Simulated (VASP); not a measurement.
# ZnSe in VASP: notebook

ZnSe is run at these levels: PBE; tasks: relaxation of the atoms.

Program: VASP 6.6.1. These are calculated values, not measurements. Logs are shortened: lines on timing, memory, paths and dates and some standing lists are left out, and cuts for length are marked.

### Step 1. The cell of the first run

The cell holds a slab with vacuum, 16 atoms: a = 8.106 Å, b = 8.106 Å, c = 20.137 Å, α = 90.00°, β = 90.00°, γ = 120.00°.

### Step 2. Relaxation of the atoms, PBE

INCAR

```
  PREC = Accurate
  ENCUT = 520
  EDIFF = 1E-6
  ISMEAR = 0
  SIGMA = 0.05
  LREAL = Auto
  LASPH = T
  NELM = 100
  ALGO = Normal
  ISIF = 2
  LWAVE = F
  LCHARG = F
  LDIPOL = T
  IDIPOL = 3
  DIPOL = 0.5 0.5 0.500
  GGA = PE
  IBRION = 2
  NSW = 90
  EDIFFG = -0.03
  LUSENCCL = F
```

KPOINTS

```
Automatic mesh
0
Gamma
  2 2 1
```

POSCAR

```
ZnSe
1.0
    8.1060462700      0.0000000000      0.0000000000
   -4.0530231350      7.0200419941      0.0000000000
    0.0000000000      0.0000000000     20.1365994152
Se Zn
8 8
Selective dynamics
Direct
    0.5000000000      0.0000000000      0.3972865445  F F F
    0.5000000000      0.5000000000      0.3972865445  F F F
    0.0000000000      0.0000000000      0.3972865445  F F F
    0.0000000000      0.5000000000      0.3972865445  F F F
    0.6666666667      0.8333333333      0.5616280733  T T T
    0.6666666667      0.3333333333      0.5616280733  T T T
    0.1666666667      0.8333333333      0.5616280733  T T T
    0.1666666667      0.3333333333      0.5616280733  T T T
    0.1666666667      0.8333333333      0.4383719267  F F F
    0.1666666667      0.3333333333      0.4383719267  F F F
    0.6666666667      0.8333333333      0.4383719267  F F F
    0.6666666667      0.3333333333      0.4383719267  F F F
    0.3333333333      0.6666666667      0.6027134555  T T T
    0.3333333333      0.1666666667      0.6027134555  T T T
    0.8333333333      0.6666666667      0.6027134555  T T T
    0.8333333333      0.1666666667      0.6027134555  T T T
```

Potentials or basis: VASP PAW PBE potentials, release 64 (Se, Zn).

Command:

```sh
$ cat potpaw_PBE.64/Se/POTCAR potpaw_PBE.64/Zn/POTCAR > POTCAR
$ mpirun -np 1 vasp_std > vasp.out
```

OUTCAR:

```text
PREC = Accurate
   ENCUT = 520
   EDIFF = 1E-6
   ISMEAR = 0
   LREAL = Auto
   LASPH = T
   NELM = 100
   ISIF = 2
   GGA = PE
   IBRION = 2
   NSW = 90
   EDIFFG = -0.03

 ion  position               nearest neighbor table
   1  0.500  0.000  0.397-   9 2.48  12 2.48  11 2.48
   2  0.500  0.500  0.397-  10 2.48  11 2.48  12 2.48
   3  0.000  0.000  0.397-  11 2.48  10 2.48   9 2.48
   4  0.000  0.500  0.397-  12 2.48   9 2.48  10 2.48
   5  0.667  0.833  0.562-  15 2.48  11 2.48  13 2.48  16 2.48
   6  0.667  0.333  0.562-  16 2.48  12 2.48  14 2.48  15 2.48
   7  0.167  0.833  0.562-  13 2.48   9 2.48  15 2.48  14 2.48
   8  0.167  0.333  0.562-  14 2.48  10 2.48  16 2.48  13 2.48
   9  0.167  0.833  0.438-   1 2.48   4 2.48   7 2.48   3 2.48
  10  0.167  0.333  0.438-   2 2.48   3 2.48   8 2.48   4 2.48
  11  0.667  0.833  0.438-   3 2.48   2 2.48   5 2.48   1 2.48
  12  0.667  0.333  0.438-   4 2.48   1 2.48   6 2.48   2 2.48
  13  0.333  0.667  0.603-   7 2.48   5 2.48   8 2.48
  14  0.333  0.167  0.603-   8 2.48   6 2.48   7 2.48
  15  0.833  0.667  0.603-   5 2.48   7 2.48   6 2.48
  16  0.833  0.167  0.603-   6 2.48   8 2.48   5 2.48
[... 7 lines left out ...]
 A1 = (   8.1060462700,   0.0000000000,   0.0000000000)
 A2 = (  -4.0530231350,   7.0200419941,   0.0000000000)
 A3 = (   0.0000000000,   0.0000000000,  20.1365994152)

Analysis of symmetry for initial positions (statically):
=====================================================================
 Subroutine PRICEL returns following result:

  LATTYP: Found a hexagonal cell.
 ALAT       =     4.0530231350
 C/A-ratio  =     4.9682912593
[... 12 lines left out ...]
 Subroutine GETGRP returns: Found  6 space group operations
 (whereof  6 operations were pure point group operations)
 out of a pool of 24 trial point group operations.

The static configuration has the point symmetry C_3v.

Analysis of symmetry for dynamics (positions and initial velocities):
=====================================================================
 Subroutine PRICEL returns following result:

  LATTYP: Found a hexagonal cell.
 ALAT       =     4.0530231350
 C/A-ratio  =     4.9682912593
[... 12 lines left out ...]
 Subroutine GETGRP returns: Found  6 space group operations
 (whereof  6 operations were pure point group operations)
 out of a pool of 24 trial point group operations.

The dynamic configuration has the point symmetry C_3v.

Analysis of constrained symmetry for selective dynamics:
=====================================================================
 Subroutine PRICEL returns following result:

  LATTYP: Found a hexagonal cell.
 ALAT       =     4.0530231350
 C/A-ratio  =     4.9682912593
[... 12 lines left out ...]
 Subroutine GETGRP returns: Found  6 space group operations
 (whereof  6 operations were pure point group operations)
 out of a pool of 24 trial point group operations.

The constrained configuration has the point symmetry C_3v.

 Subroutine INISYM returns: Found  6 space group operations
 (whereof  6 operations are pure point group operations),
 and found     4 'primitive' translations

----------------------------------------------------------------------------------------

                                     Primitive cell

  volume of cell :     286.4672

  direct lattice vectors                    reciprocal lattice vectors
     4.053023135  0.000000000  0.000000000     0.246729408  0.142449290 -0.000000000
    -2.026511568  3.510020997  0.000000000     0.000000000  0.284898581  0.000000000
     0.000000000  0.000000000 20.136599415     0.000000000 -0.000000000  0.049660818

  length of vectors
     4.053023135  4.053023135 20.136599415     0.284898581  0.284898581  0.049660818

  position of ions in fractional coordinates (direct lattice)
     0.000000000  0.000000000  0.397286544
     0.333333333  0.666666667  0.561628073
     0.333333333  0.666666667  0.438371927
     0.666666667  0.333333333  0.602713456

  ion indices of the primitive-cell ions
   primitive index   ion index
                 1           1
                 2           5
                 3          11
                 4          14

----------------------------------------------------------------------------------------

 KPOINTS: Automatic mesh

Automatic generation of k-mesh.
 Grid dimensions read from file:
 generate k-points for:    2    2    1

 Generating k-lattice:

  Cartesian coordinates                     Fractional coordinates (reciprocal lattice)
     0.061682352  0.035612323 -0.000000000     0.500000000  0.000000000  0.000000000
     0.000000000  0.071224645  0.000000000     0.000000000  0.500000000  0.000000000
     0.000000000 -0.000000000  0.049660818     0.000000000  0.000000000  1.000000000

  Length of vectors
     0.071224645  0.071224645  0.049660818

  Shift w.r.t. Gamma in fractional coordinates (k-lattice)
     0.000000000  0.000000000  0.000000000

 Subroutine IBZKPT returns following result:
 ===========================================

 Found      2 irreducible k-points:

 Following reciprocal coordinates:
            Coordinates               Weight
  0.000000  0.000000  0.000000      1.000000
  0.500000  0.000000  0.000000      3.000000
   k-points           NKPTS =      2   k-points in BZ     NKDIM =      2   number of bands    NBANDS=     86
   number of dos      NEDOS =    301   number of ions     NIONS =     16
   total plane-waves  NPLWV = 540000
   dimension x,y,z NGX =    60 NGY =   60 NGZ =  150
   dimension x,y,z NGXF=   120 NGYF=  120 NGZF=  300
   ions per type =               8   8
   NGX,Y,Z   is equivalent  to a cutoff of  12.31, 12.31, 12.38 a.u.
   NGXF,Y,Z  is equivalent  to a cutoff of  24.61, 24.61, 24.77 a.u.
 SYSTEM =  unknown system
   PREC   = accura    normal or accurate (medium, high low for compatibility)
   ISTART =      0    job   : 0-new  1-cont  2-samecut
   ICHARG =      2    charge: 1-file 2-atom 10-const
   ISPIN  =      1    spin polarized calculation?
   LNONCOLLINEAR =      F non collinear calculations
   LSORBIT =      F    spin-orbit coupling
   LASPH  =      T    aspherical Exc in radial PAW
   ENCUT  =  520.0 eV  38.22 Ry    6.18 a.u.  15.07 15.07 37.44*2*pi/ulx,y,z
   NELM   =    100;   NELMIN=  2; NELMDL= -5     # of ELM steps
   EDIFF  = 0.1E-05   stopping-criterion for ELM
   LREAL  =      T    real-space projection
   EDIFFG = -.3E-01   stopping-criterion for IOM
   NSW    =     90    number of steps for IOM
   IBRION =      2    ionic relax: 0-MD 1-quasi-New 2-CG
   NFREE  =      1    steps in history (QN), initial steepest desc. (CG)
   ISIF   =      2    stress and relaxation
   ISYM   =      2    0-nonsym 1-usesym 2-fastsym
   POTIM  = 0.5000    time-step for ionic-motion
   TEBEG  =    0.0;   TEEND  =   0.0 temperature during run
   PSTRESS=    0.0 pullay stress
   NELECT =     144.0000    total number of electrons
   NUPDOWN=      -1.0000    fix difference up-down
   EMIN   =  10.00;   EMAX   =-10.00  energy-range for DOS
   EFERMI =   0.00;   METHOD = LEGACY
   ISMEAR =     0;   SIGMA  =   0.05  broadening in eV -4-tet -1-fermi 0-gaus
   EFERMI_NEDOS =   21; number of points for ismear=-14 and -15
   IALGO  =     38    algorithm
   IMIX   =      4    mixing-type and parameters
     AMIX     =   0.40;   BMIX     =  1.00
     AMIX_MAG =   1.60;   BMIX_MAG =  1.00
  volume/ion in A,a.u.               =      71.62       483.29
  Fermi-wavevector in a.u.,A,eV,Ry     =   0.820007  1.549588  9.148705  0.672411
  Thomas-Fermi vector in A             =   1.930912
   LORBIT       =      0    0 simple, 1 ext, 2 COOP (PROOUT), +10 PAW based schemes
   GGA     = PE    functional components
   LHFCALC =     F    Hartree Fock is set to
   AEXX    =    0.0000 exact exchange contribution
   IVDW    =     0    specifies the selected vdW correction
   LEPSILON=     F    determine dielectric tensor
   LRPA    =     F    only Hartree local field effects (RPA)
 conjugate gradient relaxation of ions
 non-spin polarized calculation
 Gauss-broadening in eV      SIGMA  =   0.05
  energy-cutoff  :      520.00
  volume of cell :     1145.87
 maximum number of plane-waves:     30834
   NGX = 31   NGY = 31   NGZ = 75

 dipolmoment           0.000000      0.000000      0.000050 electrons x Angstroem

--------------------------------------- Ionic step        1  -------------------------------------------

 number of electron     144.0000129 magnetization

 Free energy of the ion-electron system (eV)
  ---------------------------------------------------
  ext. energy  EPLUGINS =         0.00000000
  ---------------------------------------------------
  free energy    TOTEN  =       -42.75937352 eV

  energy without entropy =      -42.75912218  energy(sigma->0) =      -42.75924785

------------------------ aborting loop because EDIFF is reached ----------------------------------------

  FORCE on cell =-STRESS in cart. coord.  units (eV):
  Direction    XX          YY          ZZ          XY          YZ          ZX
  --------------------------------------------------------------------------------------
  -------------------------------------------------------------------------------------
  Total       -4.0729673     -4.0729673      1.1436907      0.0000000      0.0000000      0.0000000
  in kB       -5.6949063     -5.6949063      1.5991317      0.0000000      0.0000000      0.0000000
  external PRESSURE =      -3.2635603 kB  Pullay stress =       0.0000000 kB
[... 187 lines left out ...]
--------------------------------------- Ionic step        5  -------------------------------------------

 number of electron     144.0000119 magnetization

 dipolmoment           0.000000      0.000000     -0.866642 electrons x Angstroem

 Free energy of the ion-electron system (eV)
  ---------------------------------------------------
  ext. energy  EPLUGINS =         0.00000000
  ---------------------------------------------------
  free energy    TOTEN  =       -43.82837605 eV

  energy without entropy =      -43.80943880  energy(sigma->0) =      -43.81890743

 E-fermi :  -2.5066     XC(G=0):  -3.6193

 val. band max:       -2.5127612718   @ k =   0.0000   0.0000   0.0000
 cond. band min:      -1.0989971300   @ k =   0.0000   0.0000   0.0000
 fundamental gap:      1.4137641418
 Fermi energy:        -2.5066472657

 k-point     1 :       0.0000    0.0000    0.0000
  band No.  band energies     occupation
      1     -17.0456      2.00000
      2     -16.4560      2.00000
      3     -16.4560      2.00000
      4     -16.4560      2.00000
      5     -14.6466      2.00000
      6     -14.1159      2.00000
[... 76 lines left out ...]
     83       0.5477      0.00000
     84       0.5477      0.00000

 k-point     2 :       0.5000    0.0000    0.0000
  band No.  band energies     occupation
      1     -16.7701      2.00000
      2     -16.7701      2.00000
      3     -16.4604      2.00000
      4     -16.4604      2.00000
      5     -14.3967      2.00000
      6     -14.3967      2.00000
[... 76 lines left out ...]
     83       1.2621      0.00000
     84       1.2621      0.00000
 [bands above 84 left out]

------------------------ aborting loop because EDIFF is reached ----------------------------------------

 vacuum level on the upper side and lower side of the slab       (xc-potential included)        -1.346         1.336

  FORCE on cell =-STRESS in cart. coord.  units (eV):
  Direction    XX          YY          ZZ          XY          YZ          ZX
  --------------------------------------------------------------------------------------
  -------------------------------------------------------------------------------------
  Total        2.5648955      2.5648955     -2.4601113     -0.0000000     -0.0000000      0.0000000
  in kB        3.5862895      3.5862895     -3.4397780     -0.0000000     -0.0000000      0.0000000
  external PRESSURE =       1.2442670 kB  Pullay stress =       0.0000000 kB
[... 31 lines left out ...]
  FREE ENERGIE OF THE ION-ELECTRON SYSTEM (eV)
  ---------------------------------------------------
  free  energy   TOTEN  =       -43.8283760510 eV

  energy  without entropy=      -43.8094388025  energy(sigma->0) =      -43.81890743

 reached required accuracy - stopping structural energy minimisation

 vacuum level on the upper side and lower side of the slab         0.864         3.619
```

It took 4.1 min on 1 × NVIDIA H100 80GB with 1 thread of AMD EPYC 7R13 (Zen 3), shared host; peak memory 1.7 GiB.

What came out:

```yaml
Free_energy: -43.8284 eV
Energy_gained_by_relaxing: 66.8 meV/atom
Ionic_steps: 5
Band_gap_on_the_k_mesh: 0.01 eV
```

Step by step:
```csv
step,energy change (eV),largest force on free atoms (eV/Å),pressure (GPa)
1,0.0000,1.4756,-0.33
2,-0.4678,0.9751,-0.26
3,-1.0453,0.1337,0.06
4,-1.0639,0.0534,0.10
5,-1.0690,0.0239,0.12
```

Final structure:
```
Se Zn
1.0
     8.10605    0.00000    0.00000
    -4.05302    7.02004    0.00000
     0.00000    0.00000   20.13660
Se Zn
8 8
Direct
  0.50000 0.00000 0.39729
  0.50000 0.50000 0.39729
  0.00000 0.00000 0.39729
  0.00000 0.50000 0.39729
  0.66667 0.83333 0.57899
  0.66667 0.33333 0.57899
  0.16667 0.83333 0.57899
  0.16667 0.33333 0.57899
  0.16667 0.83333 0.43837
  0.16667 0.33333 0.43837
  0.66667 0.83333 0.43837
  0.66667 0.33333 0.43837
  0.33333 0.66667 0.59252
  0.33333 0.16667 0.59252
  0.83333 0.66667 0.59252
  0.83333 0.16667 0.59252
```

Caveat: the k points lie up to 0.45 Å⁻¹ apart; the smearing spreads over this small gap; semilocal functionals underestimate gaps, and a narrow one can read as zero.

(Continued in part 2 of 2.)

The gap in the log of VASP goes by the Fermi energy; the results here count the filled bands.